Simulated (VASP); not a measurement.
# TiAl3 (C2/m) in VASP: single point with PBEsol

Aim: the single point of TiAl3 with PBEsol.

Everything below comes from runs of VASP 6.6.1. Logs are shortened: lines on timing, memory, paths and dates and some standing lists are left out, and cuts for length are marked.

## 1. The cell of the first run

Symmetry: C2/m, No. 12, monoclinic system. The conventional cell has a = 9.365 Å, b = 3.815 Å, c = 3.815 Å, α = 90.00°, β = 114.04°, γ = 90.00°. Within 3.6 Å of Ti (site symmetry 2/m) lie 12 Al at 2.70 to 2.92 Å. Al (site symmetry 2/m) has 4 Ti at 2.70 Å and 8 Al at 2.82 to 2.92 Å within 3.6 Å. Within 3.4 Å of Al (site symmetry m) lie 8 Al at 2.59 to 2.92 Å and 4 Ti at 2.82 to 2.92 Å.

## 2. Single point, PBEsol (atoms displaced along a vibrational mode)

Contents of INCAR:

```
  PREC = Accurate
  ENCUT = 520
  EDIFF = 1E-7
  ISMEAR = 0
  SIGMA = 0.15
  LREAL = False
  LASPH = True
  NELM = 60
  ALGO = Fast
  ISIF = 2
  LWAVE = False
  LCHARG = False
  GGA = PS
  NBANDS = 18
```

Contents of KPOINTS:

```
Automatic mesh
0
Gamma
  14 14 14
```

Contents of POSCAR:

```
TiAl3
1.0
   -1.9075708801      1.9075708801      4.2765669297
    1.9075708801     -1.9075708801      4.2765669297
    1.9075708801      1.9075708801     -4.2765669297
Ti Al
1 3
Direct
    0.0000000000      0.0000000000      0.0000000000
    0.5000000000      0.5000000000      0.0000000000
    0.7500000000      0.2302628566      0.4802628566
    0.2500000000      0.7697371434      0.5197371434
```

Potentials or basis: VASP PAW PBE potentials, release 64 (Ti_sv, Al).

Started as:

```console
$ cat potpaw_PBE.64/Ti_sv/POTCAR potpaw_PBE.64/Al/POTCAR > POTCAR
$ mpirun -np 1 vasp_std > vasp.out
```

OUTCAR:

```text
PREC = Accurate
   ENCUT = 520
   EDIFF = 1E-7
   ISMEAR = 0
   LREAL = False
   LASPH = True
   NELM = 60
   ISIF = 2
   GGA = PS

 ion  position               nearest neighbor table
   1  0.000  0.000  0.000-   2 2.70   2 2.70   2 2.70   2 2.70   4 2.82   3 2.82   3 2.87   4 2.87
                             4 2.87   3 2.87   3 2.92   4 2.92
   2  0.500  0.500  0.000-   1 2.70   1 2.70   1 2.70   1 2.70   3 2.82   4 2.82   3 2.87   4 2.87
                             3 2.87   4 2.87   3 2.92   4 2.92
   3  0.750  0.230  0.480-   4 2.59   4 2.59   4 2.81   4 2.81   1 2.82   2 2.82   2 2.87   2 2.87
                             1 2.87   1 2.87   2 2.92   1 2.92
   4  0.250  0.770  0.520-   3 2.59   3 2.59   3 2.81   3 2.81   1 2.82   2 2.82   2 2.87   1 2.87
                             2 2.87   1 2.87   1 2.92   2 2.92

  LATTYP: Found a body centered tetragonal cell.
 ALAT       =     3.8151417602
 C/A-ratio  =     2.2418914937

  Lattice vectors:

 A1 = (  -1.9075708801,   1.9075708801,   4.2765669297)
 A2 = (   1.9075708801,  -1.9075708801,   4.2765669297)
 A3 = (   1.9075708801,   1.9075708801,  -4.2765669297)

Analysis of symmetry for initial positions (statically):
=====================================================================
 Subroutine PRICEL returns:
 Original cell was already a primitive cell.

 Routine SETGRP: Setting up the symmetry group for a
 body centered tetragonal supercell.

 Subroutine GETGRP returns: Found  4 space group operations
 (whereof  4 operations were pure point group operations)
 out of a pool of 16 trial point group operations.

The static configuration has the point symmetry C_2h.

Analysis of symmetry for dynamics (positions and initial velocities):
=====================================================================
 Subroutine PRICEL returns:
 Original cell was already a primitive cell.

 Routine SETGRP: Setting up the symmetry group for a
 body centered tetragonal supercell.

 Subroutine GETGRP returns: Found  4 space group operations
 (whereof  4 operations were pure point group operations)
 out of a pool of 16 trial point group operations.

The dynamic configuration has the point symmetry C_2h.

 Subroutine INISYM returns: Found  4 space group operations
 (whereof  4 operations are pure point group operations),
 and found     1 'primitive' translations

----------------------------------------------------------------------------------------

                                     Primitive cell

  volume of cell :      62.2467

  direct lattice vectors                    reciprocal lattice vectors
    -1.907570880  1.907570880  4.276566930     0.000000000  0.262113458  0.116916211
     1.907570880 -1.907570880  4.276566930     0.262113458  0.000000000  0.116916211
     1.907570880  1.907570880 -4.276566930     0.262113458  0.262113458  0.000000000

  length of vectors
     5.056350268  5.056350268  5.056350268     0.287006734  0.287006734  0.370684407

  position of ions in fractional coordinates (direct lattice)
     0.000000000  0.000000000  0.000000000
     0.500000000  0.500000000  0.000000000
     0.750000000  0.230262857  0.480262857
     0.250000000  0.769737143  0.519737143

  ion indices of the primitive-cell ions
   primitive index   ion index
                 1           1
                 2           2
                 3           3
                 4           4

----------------------------------------------------------------------------------------

 KPOINTS: Automatic mesh

Automatic generation of k-mesh.
 Grid dimensions read from file:
 generate k-points for:   14   14   14

 Generating k-lattice:

  Cartesian coordinates                     Fractional coordinates (reciprocal lattice)
     0.000000000  0.018722390  0.008351158     0.071428571  0.000000000  0.000000000
     0.018722390  0.000000000  0.008351158     0.000000000  0.071428571  0.000000000
     0.018722390  0.018722390  0.000000000     0.000000000  0.000000000  0.071428571

  Length of vectors
     0.020500481  0.020500481  0.026477458

  Shift w.r.t. Gamma in fractional coordinates (k-lattice)
     0.000000000  0.000000000  0.000000000

 Subroutine IBZKPT returns following result:
 ===========================================

 Found    744 irreducible k-points:

 Following reciprocal coordinates:
            Coordinates               Weight
  0.000000  0.000000  0.000000      1.000000
  0.071429  0.000000 -0.000000      4.000000
  0.000000  0.071429 -0.000000      2.000000
  0.071429  0.000000 -0.071429      2.000000
  0.142857 -0.000000  0.000000      4.000000
 -0.000000  0.142857  0.000000      2.000000
[... 16 lines left out ...]
  0.071429  0.071429  0.000000      4.000000
  0.071429  0.071429 -0.142857      4.000000
 [... further k-points ...]
   k-points           NKPTS =    744   k-points in BZ     NKDIM =    744   number of bands    NBANDS=     18
   number of dos      NEDOS =    301   number of ions     NIONS =      4
   total plane-waves  NPLWV =  64000
   dimension x,y,z NGX =    40 NGY =   40 NGZ =   40
   dimension x,y,z NGXF=    80 NGYF=   80 NGZF=   80
   ions per type =               1   3
   NGX,Y,Z   is equivalent  to a cutoff of  13.15, 13.15, 13.15 a.u.
   NGXF,Y,Z  is equivalent  to a cutoff of  26.30, 26.30, 26.30 a.u.
 SYSTEM =  unknown system
   PREC   = accura    normal or accurate (medium, high low for compatibility)
   ISTART =      0    job   : 0-new  1-cont  2-samecut
   ICHARG =      2    charge: 1-file 2-atom 10-const
   ISPIN  =      1    spin polarized calculation?
   LNONCOLLINEAR =      F non collinear calculations
   LSORBIT =      F    spin-orbit coupling
   LASPH  =      T    aspherical Exc in radial PAW
   ENCUT  =  520.0 eV  38.22 Ry    6.18 a.u.   9.40  9.40  9.40*2*pi/ulx,y,z
   NELM   =     60;   NELMIN=  2; NELMDL= -5     # of ELM steps
   EDIFF  = 0.1E-06   stopping-criterion for ELM
   LREAL  =      F    real-space projection
   EDIFFG = 0.1E-05   stopping-criterion for IOM
   NSW    =      0    number of steps for IOM
   IBRION =     -1    ionic relax: 0-MD 1-quasi-New 2-CG
   NFREE  =      0    steps in history (QN), initial steepest desc. (CG)
   ISIF   =      2    stress and relaxation
   ISYM   =      2    0-nonsym 1-usesym 2-fastsym
   POTIM  = 0.5000    time-step for ionic-motion
   TEBEG  =    0.0;   TEEND  =   0.0 temperature during run
   PSTRESS=    0.0 pullay stress
   NELECT =      21.0000    total number of electrons
   NUPDOWN=      -1.0000    fix difference up-down
   EMIN   =  10.00;   EMAX   =-10.00  energy-range for DOS
   EFERMI =   0.00;   METHOD = LEGACY
   ISMEAR =     0;   SIGMA  =   0.15  broadening in eV -4-tet -1-fermi 0-gaus
   EFERMI_NEDOS =   21; number of points for ismear=-14 and -15
   IALGO  =     68    algorithm
   IMIX   =      4    mixing-type and parameters
     AMIX     =   0.40;   BMIX     =  1.00
     AMIX_MAG =   1.60;   BMIX_MAG =  1.00
  volume/ion in A,a.u.               =      15.56       105.02
  Fermi-wavevector in a.u.,A,eV,Ry     =   1.139661  2.153647 17.671619  1.298827
  Thomas-Fermi vector in A             =   2.276364
   LORBIT       =      0    0 simple, 1 ext, 2 COOP (PROOUT), +10 PAW based schemes
   GGA     = PS    functional components
   LHFCALC =     F    Hartree Fock is set to
   AEXX    =    0.0000 exact exchange contribution
   IVDW    =     0    specifies the selected vdW correction
   LEPSILON=     F    determine dielectric tensor
   LRPA    =     F    only Hartree local field effects (RPA)
 non-spin polarized calculation
 RMM-DIIS sequential band-by-band and
 Gauss-broadening in eV      SIGMA  =   0.15
  energy-cutoff  :      520.00
  volume of cell :       62.25
 maximum number of plane-waves:      1696
 NGX is ok and might be reduce to    40
   NGX = 19   NGY = 19   NGZ = 19

 number of electron      20.9999999 magnetization

 Free energy of the ion-electron system (eV)
  ---------------------------------------------------
  ext. energy  EPLUGINS =         0.00000000
  ---------------------------------------------------
  free energy    TOTEN  =       -22.17086257 eV

  energy without entropy =      -22.15145145  energy(sigma->0) =      -22.16115701

 E-fermi :   8.3382     XC(G=0): -10.8944

 val. band max:        8.3369368246   @ k =   0.5000   0.5000   0.2857
 cond. band min:       8.3390822262   @ k =   0.3571   0.2143   0.0000
 fundamental gap:      0.0021454016
 Fermi energy:         8.3382244668

 k-point     1 :       0.0000    0.0000    0.0000
  band No.  band energies     occupation
      1     -47.8567      2.00000
      2     -24.2789      2.00000
      3     -24.2784      2.00000
      4     -24.1993      2.00000
      5      -1.8134      2.00000
      6       5.4450      2.00000
[... 10 lines left out ...]
     17      12.1808      0.00000
     18      12.2632      0.00000

 k-point     2 :       0.0714    0.0000   -0.0000
  band No.  band energies     occupation
      1     -47.8567      2.00000
      2     -24.2798      2.00000
      3     -24.2788      2.00000
      4     -24.1992      2.00000
      5      -1.7492      2.00000
      6       5.1338      2.00000
[... 10 lines left out ...]
     17      12.2766      0.00000
     18      12.5693      0.00000

 k-point     3 :       0.0000    0.0714   -0.0000
  band No.  band energies     occupation
      1     -47.8567      2.00000
      2     -24.2803      2.00000
      3     -24.2783      2.00000
      4     -24.1992      2.00000
      5      -1.7494      2.00000
      6       5.1043      2.00000
[... 10 lines left out ...]
     17      12.1995      0.00000
     18      12.5839      0.00000

 k-point     4 :       0.0714    0.0000   -0.0714
  band No.  band energies     occupation
      1     -47.8567      2.00000
      2     -24.2803      2.00000
      3     -24.2783      2.00000
      4     -24.1992      2.00000
      5      -1.7493      2.00000
      6       5.1628      2.00000
[... 375 lines left out ...]
      4     -24.1981      2.00000
      5       0.8198      2.00000
      6       1.5556      2.00000
[... 10 lines left out ...]
     17      13.0662      0.00000
     18      14.0179      0.00000

 k-point    23 :       0.0714    0.0714    0.0000
  band No.  band energies     occupation
      1     -47.8566      2.00000
      2     -24.2803      2.00000
      3     -24.2797      2.00000
      4     -24.1992      2.00000
      5      -1.6646      2.00000
      6       4.7137      2.00000
[... 10 lines left out ...]
     17      12.4843      0.00000
     18      12.7622      0.00000

 k-point    24 :       0.0714    0.0714   -0.1429
  band No.  band energies     occupation
      1     -47.8566      2.00000
      2     -24.2802      2.00000
      3     -24.2797      2.00000
      4     -24.1992      2.00000
      5      -1.6644      2.00000
      6       4.7616      2.00000
[... 10 lines left out ...]
     17      12.4910      0.00000
     18      12.7729      0.00000

 [... further k-points ...]

------------------------ aborting loop because EDIFF is reached ----------------------------------------

  FORCE on cell =-STRESS in cart. coord.  units (eV):
  Direction    XX          YY          ZZ          XY          YZ          ZX
  --------------------------------------------------------------------------------------
  -------------------------------------------------------------------------------------
  Total        0.2539357      0.3826304      0.0631960      0.0000000      0.0000000      0.2805040
  in kB        6.5360850      9.8485743      1.6266106      0.0000000      0.0000000      7.2199314
  external PRESSURE =       6.0037566 kB  Pullay stress =       0.0000000 kB

 VOLUME and BASIS-vectors are now :
 -----------------------------------------------------------------------------
  energy-cutoff  :      520.00
  volume of cell :       62.25
      direct lattice vectors                 reciprocal lattice vectors
    -1.907570880  1.907570880  4.276566930     0.000000000  0.262113458  0.116916211
     1.907570880 -1.907570880  4.276566930     0.262113458  0.000000000  0.116916211
     1.907570880  1.907570880 -4.276566930     0.262113458  0.262113458  0.000000000

 POSITION                                       TOTAL-FORCE (eV/Angst)
 -----------------------------------------------------------------------------------
      0.00000      0.00000      0.00000        -0.000000     -0.000000     -0.000000
      0.00000      0.00000      4.27657        -0.000000      0.000000      0.000000
     -0.07530      1.90757      2.13828         0.889138      0.000000     -0.005797
      1.98287     -0.00000      2.13828        -0.889138     -0.000000      0.005797
 -----------------------------------------------------------------------------------
    total drift:                                0.000000      0.000000      0.000000

  FREE ENERGIE OF THE ION-ELECTRON SYSTEM (eV)
  ---------------------------------------------------
  free  energy   TOTEN  =       -22.1708625668 eV

  energy  without entropy=      -22.1514514452  energy(sigma->0) =      -22.16115701
```

Wall time 43 min (1 thread of AMD EPYC 9R45 (Zen 5), shared host); peak memory 0.83 GiB.

What came out:

```yaml
Free_energy: -22.1709 eV
Pressure: 0.6 GPa
Largest_force: 0.889 eV/Å
Band_gap_on_the_k_mesh: zero (an odd number of electrons rules out a gap without spin polarisation)
```

Forces in eV/Å, atoms in the order of the input:
```
Ti   0.000  0.000  0.000
Al   0.000  0.000  0.000
Al   0.889  0.000 -0.006
Al  -0.889  0.000  0.006
```

Levels at points of the mesh, in eV from the Fermi level:
| k point | band 9 | band 10 | band 11 | band 12 | band 13 | band 14 |
| --- | --- | --- | --- | --- | --- | --- |
| (0.00, 0.00, 0.00) | -1.26 | -1.21 | 0.85 | 1.76 | 1.78 | 2.19 |
| (0.50, 0.00, 0.00) | -1.06 | -0.30 | 0.52 | 1.82 | 2.11 | 2.73 |
| (0.00, 0.50, 0.00) | -1.16 | -0.20 | 0.49 | 1.82 | 2.46 | 2.73 |
| (0.50, 0.00, 0.50) | -0.99 | -0.36 | 0.52 | 1.74 | 1.82 | 2.73 |
| (0.50, 0.50, 0.00) | -2.71 | -2.23 | -0.99 | 1.78 | 1.95 | 2.69 |
| (0.50, 0.50, 0.50) | -0.89 | -0.28 | 0.69 | 0.72 | 0.97 | 3.05 |

Caveat: the cell differs from its parent crystal (atoms displaced along a vibrational mode); the PAW data sets were made with another functional, which shifts forces and pressure a little.
